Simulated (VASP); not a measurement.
# Os (P6_3/mmc) in VASP: further runs

The runs below take Os through single point, with PBEsol.

All numbers are computed with VASP 6.6.1; they aren't measurements. Logs are shortened: lines on timing, memory, paths and dates and some standing lists are left out, and cuts for length are marked.

### Step 1. The cell of the first run

It takes space group P6_3/mmc (No. 194, hexagonal). Conventional cell: a = 2.690 Å, b = 2.690 Å, c = 4.345 Å, α = 90.00°, β = 90.00°, γ = 120.00°. Within 3.5 Å of Os (site symmetry -6m2) lie 12 Os at 2.67 to 2.69 Å.

### Step 2. Single point, PBEsol

The input, INCAR:

```
PREC = Accurate
ENCUT = 520
EDIFF = 1E-6
ISMEAR = 0
SIGMA = 0.1
LREAL = F
LASPH = T
NELM = 80
ALGO = Fast
ISIF = 2
LWAVE = F
LCHARG = T
GGA = PS
LELF = T
LVHAR = T
NBANDS = 15
```

The input, KPOINTS:

```
regular mesh
0
Gamma
  15 15 8
```

The input, POSCAR:

```
Os
1.0
    2.6895239996      0.0000000000      0.0000000000
   -1.3447619998      2.3291961078      0.0000000000
    0.0000000000      0.0000000000      4.3453511174
Os
2
Direct
    0.3333333333      0.6666666667      0.2500000000
    0.6666666667      0.3333333333      0.7500000000
```

Potentials or basis: VASP PAW PBE potentials, release 64 (Os).

The run is started by

```sh
cat potpaw_PBE.64/Os/POTCAR > POTCAR
mpirun -np 1 vasp_std > vasp.out
```

OUTCAR:

```text
PREC = Accurate
   ENCUT = 520
   EDIFF = 1E-6
   ISMEAR = 0
   LREAL = F
   LASPH = T
   NELM = 80
   ISIF = 2
   GGA = PS

 ion  position               nearest neighbor table
   1  0.333  0.667  0.250-   2 2.67   2 2.67   2 2.67   2 2.67   2 2.67   2 2.67
   2  0.667  0.333  0.750-   1 2.67   1 2.67   1 2.67   1 2.67   1 2.67   1 2.67

  LATTYP: Found a hexagonal cell.
 ALAT       =     2.6895239996
 C/A-ratio  =     1.6156580562

  Lattice vectors:

 A1 = (   2.6895239996,   0.0000000000,   0.0000000000)
 A2 = (  -1.3447619998,   2.3291961078,   0.0000000000)
 A3 = (   0.0000000000,   0.0000000000,   4.3453511174)

Analysis of symmetry for initial positions (statically):
=====================================================================
 Subroutine PRICEL returns:
 Original cell was already a primitive cell.

 Routine SETGRP: Setting up the symmetry group for a
 hexagonal supercell.

 Subroutine GETGRP returns: Found 24 space group operations
 (whereof 12 operations were pure point group operations)
 out of a pool of 24 trial point group operations.

The static configuration has the point symmetry D_3d.
 The point group associated with its full space group is D_6h.

Analysis of symmetry for dynamics (positions and initial velocities):
=====================================================================
 Subroutine PRICEL returns:
 Original cell was already a primitive cell.

 Routine SETGRP: Setting up the symmetry group for a
 hexagonal supercell.

 Subroutine GETGRP returns: Found 24 space group operations
 (whereof 12 operations were pure point group operations)
 out of a pool of 24 trial point group operations.

The dynamic configuration has the point symmetry D_3d.
 The point group associated with its full space group is D_6h.

 Subroutine INISYM returns: Found 24 space group operations
 (whereof 12 operations are pure point group operations),
 and found     1 'primitive' translations

----------------------------------------------------------------------------------------

                                     Primitive cell

  volume of cell :      27.2211

  direct lattice vectors                    reciprocal lattice vectors
     2.689524000  0.000000000  0.000000000     0.371813005  0.214666338  0.000000000
    -1.344762000  2.329196108  0.000000000     0.000000000  0.429332677  0.000000000
     0.000000000  0.000000000  4.345351117     0.000000000  0.000000000  0.230131000

  length of vectors
     2.689524000  2.689524000  4.345351117     0.429332677  0.429332677  0.230131000

  position of ions in fractional coordinates (direct lattice)
     0.333333333  0.666666667  0.250000000
     0.666666667  0.333333333  0.750000000

  ion indices of the primitive-cell ions
   primitive index   ion index
                 1           1
                 2           2

----------------------------------------------------------------------------------------

 KPOINTS: regular mesh

Automatic generation of k-mesh.
 Grid dimensions read from file:
 generate k-points for:   15   15    8

 Generating k-lattice:

  Cartesian coordinates                     Fractional coordinates (reciprocal lattice)
     0.024787534  0.014311089  0.000000000     0.066666667 -0.000000000  0.000000000
     0.000000000  0.028622178  0.000000000     0.000000000  0.066666667  0.000000000
     0.000000000  0.000000000  0.028766375     0.000000000  0.000000000  0.125000000

  Length of vectors
     0.028622178  0.028622178  0.028766375

  Shift w.r.t. Gamma in fractional coordinates (k-lattice)
     0.000000000  0.000000000  0.000000000

 Subroutine IBZKPT returns following result:
 ===========================================

 Found    135 irreducible k-points:

 Following reciprocal coordinates:
            Coordinates               Weight
  0.000000  0.000000  0.000000      1.000000
  0.066667 -0.000000  0.000000      6.000000
  0.133333 -0.000000  0.000000      6.000000
  0.200000  0.000000  0.000000      6.000000
  0.266667 -0.000000  0.000000      6.000000
  0.333333  0.000000  0.000000      6.000000
[... 16 lines left out ...]
  0.333333  0.200000  0.000000     12.000000
  0.400000  0.200000  0.000000      6.000000
 [... further k-points ...]
   k-points           NKPTS =    135   k-points in BZ     NKDIM =    135   number of bands    NBANDS=     15
   number of dos      NEDOS =    301   number of ions     NIONS =      2
   total plane-waves  NPLWV =  12800
   dimension x,y,z NGX =    20 NGY =   20 NGZ =   32
   dimension x,y,z NGXF=    40 NGYF=   40 NGZF=   64
   ions per type =               2
   NGX,Y,Z   is equivalent  to a cutoff of  12.36, 12.36, 12.24 a.u.
   NGXF,Y,Z  is equivalent  to a cutoff of  24.72, 24.72, 24.49 a.u.
 SYSTEM =  unknown system
   PREC   = accura    normal or accurate (medium, high low for compatibility)
   ISTART =      0    job   : 0-new  1-cont  2-samecut
   ICHARG =      2    charge: 1-file 2-atom 10-const
   ISPIN  =      1    spin polarized calculation?
   LNONCOLLINEAR =      F non collinear calculations
   LSORBIT =      F    spin-orbit coupling
   LASPH  =      T    aspherical Exc in radial PAW
   ENCUT  =  520.0 eV  38.22 Ry    6.18 a.u.   5.00  5.00  8.08*2*pi/ulx,y,z
   NELM   =     80;   NELMIN=  2; NELMDL= -5     # of ELM steps
   EDIFF  = 0.1E-05   stopping-criterion for ELM
   LREAL  =      F    real-space projection
   EDIFFG = 0.1E-04   stopping-criterion for IOM
   NSW    =      0    number of steps for IOM
   IBRION =     -1    ionic relax: 0-MD 1-quasi-New 2-CG
   NFREE  =      0    steps in history (QN), initial steepest desc. (CG)
   ISIF   =      2    stress and relaxation
   ISYM   =      2    0-nonsym 1-usesym 2-fastsym
   POTIM  = 0.5000    time-step for ionic-motion
   TEBEG  =    0.0;   TEEND  =   0.0 temperature during run
   PSTRESS=    0.0 pullay stress
   NELECT =      16.0000    total number of electrons
   NUPDOWN=      -1.0000    fix difference up-down
   EMIN   =  10.00;   EMAX   =-10.00  energy-range for DOS
   EFERMI =   0.00;   METHOD = LEGACY
   ISMEAR =     0;   SIGMA  =   0.10  broadening in eV -4-tet -1-fermi 0-gaus
   EFERMI_NEDOS =   21; number of points for ismear=-14 and -15
   IALGO  =     68    algorithm
   IMIX   =      4    mixing-type and parameters
     AMIX     =   0.40;   BMIX     =  1.00
     AMIX_MAG =   1.60;   BMIX_MAG =  1.00
  volume/ion in A,a.u.               =      13.61        91.85
  Fermi-wavevector in a.u.,A,eV,Ry     =   1.371343  2.591462 25.586860  1.880581
  Thomas-Fermi vector in A             =   2.497048
   LORBIT       =      0    0 simple, 1 ext, 2 COOP (PROOUT), +10 PAW based schemes
   GGA     = PS    functional components
   LHFCALC =     F    Hartree Fock is set to
   AEXX    =    0.0000 exact exchange contribution
   IVDW    =     0    specifies the selected vdW correction
   LEPSILON=     F    determine dielectric tensor
   LRPA    =     F    only Hartree local field effects (RPA)
 non-spin polarized calculation
 RMM-DIIS sequential band-by-band and
 Gauss-broadening in eV      SIGMA  =   0.10
  energy-cutoff  :      520.00
  volume of cell :       27.22
 maximum number of plane-waves:       762
 NGX is ok and might be reduce to    20
   NGX =  9   NGY =  9   NGZ = 17

 number of electron      15.9999999 magnetization

 Free energy of the ion-electron system (eV)
  ---------------------------------------------------
  ext. energy  EPLUGINS =         0.00000000
  ---------------------------------------------------
  free energy    TOTEN  =       -24.45693190 eV

  energy without entropy =      -24.45057134  energy(sigma->0) =      -24.45375162

 E-fermi :   9.7311     XC(G=0): -14.3117

 val. band max:        9.7207965408   @ k =   0.4667  -0.0000   0.3750
 cond. band min:       9.7471308558   @ k =   0.1333   0.0667   0.3750
 fundamental gap:      0.0263343150
 Fermi energy:         9.7311139317

 k-point     1 :       0.0000    0.0000    0.0000
  band No.  band energies     occupation
      1      -1.5186      2.00000
      2       1.6088      2.00000
      3       6.5335      2.00000
      4       6.5639      2.00000
      5       6.5639      2.00000
      6       7.3838      2.00000
      7       7.3838      2.00000
      8       8.3156      2.00000
      9       8.3156      2.00000
     10       9.4686      1.99979
     11      11.5040      0.00000
     12      11.5040      0.00000
     13      18.8159      0.00000
     14      23.8733      0.00000
     15      26.2076      0.00000

 k-point     2 :       0.0667   -0.0000    0.0000
  band No.  band energies     occupation
      1      -1.3290      2.00000
      2       1.7830      2.00000
      3       6.1145      2.00000
      4       6.7336      2.00000
      5       6.9293      2.00000
      6       7.2644      2.00000
      7       7.5438      2.00000
      8       8.0308      2.00000
      9       8.1784      2.00000
     10       8.7833      2.00000
     11      11.5936      0.00000
     12      12.4988      0.00000
     13      18.7969      0.00000
     14      24.2758      0.00000
     15      26.4730      0.00000

 k-point     3 :       0.1333   -0.0000    0.0000
  band No.  band energies     occupation
      1      -0.7847      2.00000
      2       2.2525      2.00000
      3       5.6135      2.00000
      4       6.8976      2.00000
      5       6.9540      2.00000
      6       7.2334      2.00000
      7       7.4403      2.00000
      8       7.8328      2.00000
      9       8.0129      2.00000
     10       8.2697      2.00000
     11      11.8027      0.00000
     12      14.1850      0.00000
     13      18.7030      0.00000
     14      25.3141      0.00000
     15      27.0989      0.00000

 k-point     4 :       0.2000    0.0000    0.0000
  band No.  band energies     occupation
      1       0.0337      2.00000
      2       2.7991      2.00000
      3       5.2316      2.00000
      4       5.7375      2.00000
      5       6.5459      2.00000
      6       7.4001      2.00000
      7       7.9009      2.00000
      8       8.0334      2.00000
      9       8.0950      2.00000
     10       8.7573      2.00000
     11      12.0311      0.00000
     12      15.9854      0.00000
     13      18.4952      0.00000
     14      25.7416      0.00000
     15      26.8066      0.00000
[... 307 lines left out ...]
 k-point    22 :       0.2667    0.2000    0.0000
  band No.  band energies     occupation
      1       3.0967      2.00000
      2       3.4180      2.00000
      3       3.7544      2.00000
      4       4.6994      2.00000
      5       5.8560      2.00000
      6       7.1236      2.00000
      7       7.2165      2.00000
      8       9.6700      1.61245
      9      11.6683      0.00000
     10      11.9011      0.00000
     11      13.3739      0.00000
     12      18.4555      0.00000
     13      19.6930      0.00000
     14      20.4278      0.00000
     15      21.8430      0.00000

 k-point    23 :       0.3333    0.2000    0.0000
  band No.  band energies     occupation
      1       3.1079      2.00000
      2       3.4053      2.00000
      3       3.5207      2.00000
      4       5.3744      2.00000
      5       5.8761      2.00000
      6       6.7487      2.00000
      7       7.6974      2.00000
      8      10.5297      0.00000
      9      11.8615      0.00000
     10      11.9374      0.00000
     11      14.5212      0.00000
     12      16.9198      0.00000
     13      18.8625      0.00000
     14      20.5832      0.00000
     15      23.1704      0.00000

 k-point    24 :       0.4000    0.2000    0.0000
  band No.  band energies     occupation
      1       3.0010      2.00000
      2       3.4114      2.00000
      3       3.4995      2.00000
      4       5.6933      2.00000
      5       5.9334      2.00000
      6       6.5675      2.00000
      7       7.8906      2.00000
      8      11.1327      0.00000
      9      11.8228      0.00000
     10      11.8472      0.00000
     11      15.2040      0.00000
     12      15.8989      0.00000
     13      18.3218      0.00000
     14      21.3710      0.00000
     15      23.7454      0.00000

 [... further k-points ...]
[... 5 lines left out ...]
  --------------------------------------------------------------------------------------
  -------------------------------------------------------------------------------------
  Total        2.4397220      2.4397220      0.1168481     -0.0000000     -0.0000000      0.0000000
  in kB      143.5967348    143.5967348      6.8774272     -0.0000000     -0.0000000      0.0000000
  external PRESSURE =      98.0236322 kB  Pullay stress =       0.0000000 kB

 VOLUME and BASIS-vectors are now :
 -----------------------------------------------------------------------------
  energy-cutoff  :      520.00
  volume of cell :       27.22
      direct lattice vectors                 reciprocal lattice vectors
     2.689524000  0.000000000  0.000000000     0.371813005  0.214666338  0.000000000
    -1.344762000  2.329196108  0.000000000     0.000000000  0.429332677  0.000000000
     0.000000000  0.000000000  4.345351117     0.000000000  0.000000000  0.230131000

 POSITION                                       TOTAL-FORCE (eV/Angst)
 -----------------------------------------------------------------------------------
     -0.00000      1.55280      1.08634        -0.000000     -0.000000      0.000000
      1.34476      0.77640      3.25901         0.000000      0.000000      0.000000
 -----------------------------------------------------------------------------------
    total drift:                               -0.000000      0.000000     -0.000000

  FREE ENERGIE OF THE ION-ELECTRON SYSTEM (eV)
  ---------------------------------------------------
  free  energy   TOTEN  =       -24.4569319027 eV

  energy  without entropy=      -24.4505713374  energy(sigma->0) =      -24.45375162
```

Run time: 36 s. Hardware: 1 thread of AMD EPYC 7R13 (Zen 3), shared host; peak memory 0.14 GiB.

Results:

```yaml
Free_energy: -24.4569 eV
Pressure: 9.8 GPa
Band_gap_on_the_k_mesh: zero (band 8 reaches 12.06 eV, above the bottom of band 9 at 7.89 eV)
```

Levels at points of the mesh, in eV from the Fermi level:
```
           k point  band 4  band 5  band 6  band 7  band 8  band 9  band 10  band 11  band 12  band 13
(0.00, 0.00, 0.00)   -3.17   -3.17   -2.35   -2.35   -1.42   -1.42    -0.26     1.77     1.77     9.08
(0.00, 0.00, 0.50)   -3.85   -3.30   -3.30   -3.30   -3.30    0.93     0.93     0.93     0.93    13.83
```

Caveat: the PAW data sets were made with another functional, which shifts forces and pressure a little; spin-orbit coupling is left out, which moves the levels of the heavy elements.

### Step 3. Single point, PBEsol

This run uses another cell than the first one, of 13.74 Å³/atom, 1.009 times its volume.

The input, INCAR:

```
  ALGO = Normal
  EDIFF = 1E-6
  ENCUT = 520
  GGA = PS
  ISIF = 2
  ISMEAR = 0
  LASPH = T
  LCHARG = F
  LREAL = F
  LWAVE = F
  NBANDS = 15
  NELM = 100
  PREC = Accurate
  SIGMA = 0.1
```

The input, KPOINTS:

```
k-points
0
Gamma
  15 15 8
```

POSCAR: that of step 2 with these lines changed.

```diff
@@ -4,3 +4,3 @@
    -1.3447619998      2.3291961078      0.0000000000
-    0.0000000000      0.0000000000      4.3453511174
+    0.0000000000      0.0000000000      4.3858775774
 Os
```

Potentials or basis: VASP PAW PBE potentials, release 64 (Os).

The run is started by

```sh
cat potpaw_PBE.64/Os/POTCAR > POTCAR
mpirun -np 1 vasp_std > vasp.out
```

Wall time 41 s (1 thread of AMD EPYC 7R13 (Zen 3), shared host); peak memory 0.14 GiB.

Results (log left out):

```yaml
Free_energy: -24.4516 eV
Pressure: 5.5 GPa
Band_gap_on_the_k_mesh: zero (band 8 reaches 11.93 eV, above the bottom of band 9 at 7.76 eV)
```

Stress tensor (GPa, compression positive):
```
12.02  0.00  0.00
 0.00 12.02  0.00
 0.00  0.00 -7.61
```

Levels at points of the mesh, in eV from the Fermi level:
| k point | band 6 | band 7 | band 8 | band 9 | band 10 | band 11 |
| --- | --- | --- | --- | --- | --- | --- |
| (0.00, 0.00, 0.00) | -2.33 | -2.33 | -1.31 | -1.31 | -0.37 | 1.75 |
| (0.00, 0.00, 0.50) | -3.22 | -3.22 | -3.22 | 0.91 | 0.91 | 0.91 |

Caveat: the PAW data sets were made with another functional, which shifts forces and pressure a little; spin-orbit coupling is left out, which moves the levels of the heavy elements.

### Step 4. Single point, PBEsol

The input, INCAR:

```
SYSTEM = Os
ALGO = Normal
EDIFF = 1E-6
ENCUT = 520
GGA = PS
ISIF = 2
ISMEAR = 0
LASPH = .TRUE.
LCHARG = .FALSE.
LREAL = .FALSE.
LWAVE = .FALSE.
NBANDS = 15
NELM = 60
PREC = Accurate
SIGMA = 0.1
```

The input, KPOINTS:

```
k-points
0
G
  15 15 8
  0 0 0
```

POSCAR: that of step 3 with these lines changed.

```diff
@@ -4,3 +4,3 @@
    -1.3447619998      2.3291961078      0.0000000000
-    0.0000000000      0.0000000000      4.3858775774
+    0.0000000000      0.0000000000      4.3453511174
 Os
```

The run is started by

```sh
cat potpaw_PBE.64/Os/POTCAR > POTCAR
mpirun -np 1 vasp_std > vasp.out
```

Run time: 36 s. Hardware: 1 thread of AMD EPYC 7R13 (Zen 3), shared host; peak memory 0.14 GiB.

Results (log left out):

- Free energy: -24.4569 eV
- Pressure: 9.9 GPa
- Band gap on the k mesh: zero (band 8 reaches 12.05 eV, above the bottom of band 9 at 7.89 eV)

Stress tensor (GPa, compression positive):
```
14.42  0.00  0.00
 0.00 14.42  0.00
 0.00  0.00  0.75
```

Levels at points of the mesh, in eV from the Fermi level:
```tsv
k point	band 5	band 6	band 7	band 8	band 9	band 10	band 11	band 12
(0.00, 0.00, 0.00)	-3.17	-2.35	-2.35	-1.42	-1.42	-0.26	1.77	1.77
(0.00, 0.00, 0.50)	-3.30	-3.30	-3.30	-3.30	0.93	0.93	0.93	0.93
```

Caveat: the PAW data sets were made with another functional, which shifts forces and pressure a little; spin-orbit coupling is left out, which moves the levels of the heavy elements.
